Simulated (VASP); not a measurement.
# Sr (Fm-3m) in VASP: further runs

Sr is run at these levels: r2SCAN; tasks: single point.

Everything below comes from runs of VASP 6.6.1. Logs are shortened: lines on timing, memory, paths and dates and some standing lists are left out, and cuts for length are marked.

**1. The cell of the first run**

Symmetry: Fm-3m, No. 225, cubic system. Conventional cell: a = 6.104 Å, b = 6.104 Å, c = 6.104 Å, α = 90.00°, β = 90.00°, γ = 90.00°. Within 5.7 Å of Sr (site symmetry m-3m) lie 12 Sr at 4.32 Å.

**2. Single point, r2SCAN**

Input file POSCAR:

```
Sr
1.0
    0.0000000000      3.0521104090      3.0521104090
    3.0521104090      0.0000000000      3.0521104090
    3.0521104090      3.0521104090      0.0000000000
Sr
1
Direct
    0.0000000000      0.0000000000      0.0000000000
```

Input file INCAR.step1:

```
PREC = Accurate
ENCUT = 520
ISMEAR = 1
SIGMA = 0.01
LREAL = False
LASPH = True
NELM = 60
NBANDS = 11
GGA = PE
ALGO = Normal
EDIFF = 1E-4
LWAVE = True
LCHARG = False
```

Input file INCAR.step2:

```
PREC = Accurate
ENCUT = 520
EDIFF = 1E-7
ISMEAR = 1
SIGMA = 0.01
LREAL = False
LASPH = True
NELM = 60
ALGO = Normal
ISIF = 2
LWAVE = False
LCHARG = False
METAGGA = R2SCAN
LMIXTAU = True
NBANDS = 11
ISTART = 1
```

Input file KPOINTS:

```
regular mesh
0
Gamma
  9 9 9
```

Potentials or basis: VASP PAW PBE potentials, release 64 (Sr_sv).

Launch:

```
cat potpaw_PBE.64/Sr_sv/POTCAR > POTCAR
cp INCAR.step1 INCAR
mpirun -np 1 vasp_std > vasp.out
cp INCAR.step2 INCAR
mpirun -np 1 vasp_std > vasp.out
```

OUTCAR:

```text
PREC = Accurate
   ENCUT = 520
   EDIFF = 1E-7
   ISMEAR = 1
   LREAL = False
   LASPH = True
   NELM = 60
   ISIF = 2
   METAGGA = R2SCAN
   ISTART = 1

 ion  position               nearest neighbor table
   1  0.000  0.000  0.000-

  LATTYP: Found a face centered cubic cell.
 ALAT       =     6.1042208180

  Lattice vectors:

 A1 = (   0.0000000000,   3.0521104090,   3.0521104090)
 A2 = (   3.0521104090,   0.0000000000,   3.0521104090)
 A3 = (   3.0521104090,   3.0521104090,   0.0000000000)

Analysis of symmetry for initial positions (statically):
=====================================================================
 Subroutine PRICEL returns:
 Original cell was already a primitive cell.

 Routine SETGRP: Setting up the symmetry group for a
 face centered cubic supercell.

 Subroutine GETGRP returns: Found 48 space group operations
 (whereof 48 operations were pure point group operations)
 out of a pool of 48 trial point group operations.

The static configuration has the point symmetry O_h .

Analysis of symmetry for dynamics (positions and initial velocities):
=====================================================================
 Subroutine PRICEL returns:
 Original cell was already a primitive cell.

 Routine SETGRP: Setting up the symmetry group for a
 face centered cubic supercell.

 Subroutine GETGRP returns: Found 48 space group operations
 (whereof 48 operations were pure point group operations)
 out of a pool of 48 trial point group operations.

The dynamic configuration has the point symmetry O_h .

 Subroutine INISYM returns: Found 48 space group operations
 (whereof 48 operations are pure point group operations),
 and found     1 'primitive' translations

----------------------------------------------------------------------------------------

                                     Primitive cell

  volume of cell :      56.8631

  direct lattice vectors                    reciprocal lattice vectors
     0.000000000  3.052110409  3.052110409    -0.163821072  0.163821072  0.163821072
     3.052110409  0.000000000  3.052110409     0.163821072 -0.163821072  0.163821072
     3.052110409  3.052110409  0.000000000     0.163821072  0.163821072 -0.163821072

  length of vectors
     4.316335934  4.316335934  4.316335934     0.283746421  0.283746421  0.283746421

  position of ions in fractional coordinates (direct lattice)
     0.000000000  0.000000000  0.000000000

  ion indices of the primitive-cell ions
   primitive index   ion index
                 1           1

----------------------------------------------------------------------------------------

 KPOINTS: regular mesh

Automatic generation of k-mesh.
 Grid dimensions read from file:
 generate k-points for:    9    9    9

 Generating k-lattice:

  Cartesian coordinates                     Fractional coordinates (reciprocal lattice)
    -0.018202341  0.018202341  0.018202341     0.111111111  0.000000000  0.000000000
     0.018202341 -0.018202341  0.018202341     0.000000000  0.111111111  0.000000000
     0.018202341  0.018202341 -0.018202341     0.000000000  0.000000000  0.111111111

  Length of vectors
     0.031527380  0.031527380  0.031527380

  Shift w.r.t. Gamma in fractional coordinates (k-lattice)
     0.000000000  0.000000000  0.000000000

 Subroutine IBZKPT returns following result:
 ===========================================

 Found     35 irreducible k-points:

 Following reciprocal coordinates:
            Coordinates               Weight
  0.000000  0.000000  0.000000      1.000000
  0.111111  0.000000  0.000000      8.000000
  0.222222  0.000000  0.000000      8.000000
  0.333333  0.000000  0.000000      8.000000
  0.444444  0.000000  0.000000      8.000000
  0.111111  0.111111  0.000000      6.000000
[... 16 lines left out ...]
 -0.333333  0.333333  0.000000     12.000000
  0.444444  0.444444  0.000000      6.000000
 [... further k-points ...]
   k-points           NKPTS =     35   k-points in BZ     NKDIM =     35   number of bands    NBANDS=     11
   number of dos      NEDOS =    301   number of ions     NIONS =      1
   total plane-waves  NPLWV =  32768
   dimension x,y,z NGX =    32 NGY =   32 NGZ =   32
   dimension x,y,z NGXF=    64 NGYF=   64 NGZF=   64
   ions per type =               1
   NGX,Y,Z   is equivalent  to a cutoff of  12.32, 12.32, 12.32 a.u.
   NGXF,Y,Z  is equivalent  to a cutoff of  24.65, 24.65, 24.65 a.u.
 SYSTEM =  unknown system
   PREC   = accura    normal or accurate (medium, high low for compatibility)
   ISTART =      1    job   : 0-new  1-cont  2-samecut
   ICHARG =      0    charge: 1-file 2-atom 10-const
   ISPIN  =      1    spin polarized calculation?
   LNONCOLLINEAR =      F non collinear calculations
   LSORBIT =      F    spin-orbit coupling
   LASPH  =      T    aspherical Exc in radial PAW
   ENCUT  =  520.0 eV  38.22 Ry    6.18 a.u.   8.03  8.03  8.03*2*pi/ulx,y,z
   NELM   =     60;   NELMIN=  2; NELMDL=  0     # of ELM steps
   EDIFF  = 0.1E-06   stopping-criterion for ELM
   LREAL  =      F    real-space projection
   EDIFFG = 0.1E-05   stopping-criterion for IOM
   NSW    =      0    number of steps for IOM
   IBRION =     -1    ionic relax: 0-MD 1-quasi-New 2-CG
   NFREE  =      0    steps in history (QN), initial steepest desc. (CG)
   ISIF   =      2    stress and relaxation
   ISYM   =      2    0-nonsym 1-usesym 2-fastsym
   POTIM  = 0.5000    time-step for ionic-motion
   TEBEG  =    0.0;   TEEND  =   0.0 temperature during run
   PSTRESS=    0.0 pullay stress
   NELECT =      10.0000    total number of electrons
   NUPDOWN=      -1.0000    fix difference up-down
   EMIN   =  10.00;   EMAX   =-10.00  energy-range for DOS
   EFERMI =   0.00;   METHOD = LEGACY
   ISMEAR =     1;   SIGMA  =   0.01  broadening in eV -4-tet -1-fermi 0-gaus
   EFERMI_NEDOS =   21; number of points for ismear=-14 and -15
   IALGO  =     38    algorithm
   IMIX   =      4    mixing-type and parameters
     AMIX     =   0.40;   BMIX     =  1.00
     AMIX_MAG =   1.60;   BMIX_MAG =  1.00
  volume/ion in A,a.u.               =      56.86       383.73
  Fermi-wavevector in a.u.,A,eV,Ry     =   0.917201  1.733259 11.446009  0.841258
  Thomas-Fermi vector in A             =   2.042143
   LORBIT       =      0    0 simple, 1 ext, 2 COOP (PROOUT), +10 PAW based schemes
   METAGGA = R2SCAN    functional components
   LHFCALC =     F    Hartree Fock is set to
   AEXX    =    0.0000 exact exchange contribution
   IVDW    =     0    specifies the selected vdW correction
   LEPSILON=     F    determine dielectric tensor
   LRPA    =     F    only Hartree local field effects (RPA)
 non-spin polarized calculation
 Methfessel and Paxton  Order N= 1 SIGMA  =   0.01
  energy-cutoff  :      520.00
  volume of cell :       56.86
 maximum number of plane-waves:      1550
   NGX = 17   NGY = 17   NGZ = 17

 number of electron      10.0000000 magnetization

 Free energy of the ion-electron system (eV)
  ---------------------------------------------------
  ext. energy  EPLUGINS =         0.00000000
  ---------------------------------------------------
  free energy    TOTEN  =       -15.09252115 eV

  energy without entropy =      -15.09239651  energy(sigma->0) =      -15.09247961

 E-fermi :   1.4541     XC(G=0):  -7.6859

 val. band max:        1.4511135668   @ k =  -0.4444   0.1111   0.0000
 cond. band min:       1.4570941211   @ k =  -0.3333   0.4444   0.2222
 fundamental gap:      0.0059805543
 Fermi energy:         1.4540563770

 k-point     1 :       0.0000    0.0000    0.0000
  band No.  band energies     occupation
      1     -36.5961      2.00000
      2     -17.8599      2.00000
      3     -17.8599      2.00000
      4     -17.8599      2.00000
      5      -2.2914      2.00000
      6       4.1568      0.00000
      7       4.1568      0.00000
      8       4.1568      0.00000
      9       5.6513      0.00000
     10       5.6513      0.00000
     11       8.9115      0.00000

 k-point     2 :       0.1111    0.0000    0.0000
  band No.  band energies     occupation
      1     -36.5946      2.00000
      2     -17.8817      2.00000
      3     -17.8628      2.00000
      4     -17.8628      2.00000
      5      -2.0895      2.00000
      6       3.8237      0.00000
      7       4.2450      0.00000
      8       4.2450      0.00000
      9       5.5315      0.00000
     10       5.5315      0.00000
     11       9.4139      0.00000

 k-point     3 :       0.2222    0.0000    0.0000
  band No.  band energies     occupation
      1     -36.5908      2.00000
      2     -17.9362      2.00000
      3     -17.8701      2.00000
      4     -17.8701      2.00000
      5      -1.5151      2.00000
      6       3.1213      0.00000
      7       4.3215      0.00000
      8       4.3215      0.00000
      9       5.5119      0.00000
     10       5.5119      0.00000
     11       8.8934      0.00000

 k-point     4 :       0.3333    0.0000    0.0000
  band No.  band energies     occupation
      1     -36.5864      2.00000
      2     -17.9971      2.00000
      3     -17.8783      2.00000
      4     -17.8783      2.00000
      5      -0.6677      2.00000
      6       2.3523      0.00000
      7       4.1512      0.00000
      8       4.1512      0.00000
      9       5.9958      0.00000
     10       5.9958      0.00000
     11       8.0549      0.00000

 k-point     5 :       0.4444    0.0000    0.0000
  band No.  band energies     occupation
      1     -36.5835      2.00000
      2     -18.0363      2.00000
      3     -17.8837      2.00000
      4     -17.8837      2.00000
      5       0.2279      2.00000
      6       1.6086     -0.00000
      7       3.9875      0.00000
      8       3.9875      0.00000
      9       6.5899      0.00000
     10       6.5899      0.00000
     11       7.6219      0.00000
[... 211 lines left out ...]
 k-point    21 :       0.4444    0.3333    0.0000
  band No.  band energies     occupation
      1     -36.5808      2.00000
      2     -18.0100      2.00000
      3     -17.9246      2.00000
      4     -17.9155      2.00000
      5       0.4551      2.00000
      6       2.1618      0.00000
      7       2.7400      0.00000
      8       5.4702      0.00000
      9       5.9080      0.00000
     10       6.7560      0.00000
     11       7.7507      0.00000

 k-point    22 :      -0.4444    0.3333    0.0000
  band No.  band energies     occupation
      1     -36.5795      2.00000
      2     -18.0083      2.00000
      3     -17.9515      2.00000
      4     -17.9131      2.00000
      5       1.1902      2.00000
      6       1.8726      0.00000
      7       2.4970      0.00000
      8       5.2022      0.00000
      9       5.9085      0.00000
     10       6.7020      0.00000
     11       7.4156      0.00000

 k-point    23 :      -0.3333    0.3333    0.0000
  band No.  band energies     occupation
      1     -36.5799      2.00000
      2     -17.9821      2.00000
      3     -17.9810      2.00000
      4     -17.9031      2.00000
      5       1.2974      2.00000
      6       1.9643      0.00000
      7       2.2980      0.00000
      8       4.8654      0.00000
      9       5.9426      0.00000
     10       6.1911      0.00000
     11       8.3238      0.00000

 k-point    24 :       0.4444    0.4444    0.0000
  band No.  band energies     occupation
      1     -36.5794      2.00000
      2     -18.0259      2.00000
      3     -17.9236      2.00000
      4     -17.9236      2.00000
      5       0.7642      2.00000
      6       2.0521      0.00000
      7       2.5465      0.00000
      8       6.3884      0.00000
      9       6.3884      0.00000
     10       6.6559      0.00000
     11       7.7293      0.00000

 [... further k-points ...]
[... 5 lines left out ...]
  --------------------------------------------------------------------------------------
  -------------------------------------------------------------------------------------
  Total       -0.0136800     -0.0136800     -0.0136800      0.0000000      0.0000000      0.0000000
  in kB       -0.3854469     -0.3854469     -0.3854469      0.0000000      0.0000000      0.0000000
  external PRESSURE =      -0.3854469 kB  Pullay stress =       0.0000000 kB

 VOLUME and BASIS-vectors are now :
 -----------------------------------------------------------------------------
  energy-cutoff  :      520.00
  volume of cell :       56.86
      direct lattice vectors                 reciprocal lattice vectors
     0.000000000  3.052110409  3.052110409    -0.163821072  0.163821072  0.163821072
     3.052110409  0.000000000  3.052110409     0.163821072 -0.163821072  0.163821072
     3.052110409  3.052110409  0.000000000     0.163821072  0.163821072 -0.163821072

 POSITION                                       TOTAL-FORCE (eV/Angst)
 -----------------------------------------------------------------------------------
      0.00000      0.00000      0.00000        -0.000000      0.000000     -0.000000
 -----------------------------------------------------------------------------------
    total drift:                                0.000000      0.000000      0.000000

  FREE ENERGIE OF THE ION-ELECTRON SYSTEM (eV)
  ---------------------------------------------------
  free  energy   TOTEN  =       -15.0925211537 eV

  energy  without entropy=      -15.0923965138  energy(sigma->0) =      -15.09247961
```

It took 62 s on 1 thread of AMD EPYC 9R45 (Zen 5), shared host; peak memory 0.16 GiB.

Results:

| Quantity | Value |
| --- | --- |
| Free energy | -15.0925 eV |
| Pressure | 0.0 GPa |
| Band gap on the k mesh | zero (band 5 reaches 1.46 eV, above the bottom of band 6 at 1.45 eV) |

Levels at points of the mesh, in eV from the Fermi level:
```
           k point  band 3  band 4  band 5  band 6  band 7  band 8
(0.00, 0.00, 0.00)  -19.31  -19.31   -3.75    2.70    2.70    2.70
```

Caveat: the PAW data sets were made with another functional, which shifts forces and pressure a little.

**3. Single point, r2SCAN**

POSCAR is that of step 2.

Input file INCAR.step1:

```
SYSTEM = Sr
PREC = Accurate
ENCUT = 520
ISMEAR = 1
SIGMA = 0.03
LREAL = .False.
LASPH = .True.
NELM = 100
NBANDS = 11
GGA = PE
ALGO = Normal
EDIFF = 1E-4
LWAVE = .True.
LCHARG = .False.
```

Input file INCAR.step2:

```
SYSTEM = Sr
PREC = Accurate
ENCUT = 520
EDIFF = 1E-6
ISMEAR = 1
SIGMA = 0.03
LREAL = .False.
LASPH = .True.
NELM = 100
ALGO = Normal
ISIF = 2
LWAVE = .False.
LCHARG = .False.
METAGGA = R2SCAN
LMIXTAU = .True.
NBANDS = 11
ISTART = 1
```

Input file KPOINTS:

```
regular mesh
0
Gamma
  9 9 9
  0 0 0
```

Potentials or basis: VASP PAW PBE potentials, release 64 (Sr_sv).

Launch:

```
cat potpaw_PBE.64/Sr_sv/POTCAR > POTCAR
cp INCAR.step1 INCAR
mpirun -np 1 vasp_std > vasp.out
cp INCAR.step2 INCAR
mpirun -np 1 vasp_std > vasp.out
```

Wall time 43 s (1 thread of AMD EPYC 9R45 (Zen 5), shared host); peak memory 0.16 GiB.

The run converged. Its results:

```
Free energy            : -15.0927 eV
Pressure               : -0.1 GPa
Band gap on the k mesh : zero (filled and empty bands overlap)
```

Levels at points of the mesh, in eV from the Fermi level:
```csv
k point,band 2,band 3,band 4,band 5,band 6,band 7,band 8,band 9
"(0.00, 0.00, 0.00)",-19.31,-19.31,-19.31,-3.75,2.70,2.70,2.70,4.20
```

Caveat: the PAW data sets were made with another functional, which shifts forces and pressure a little.
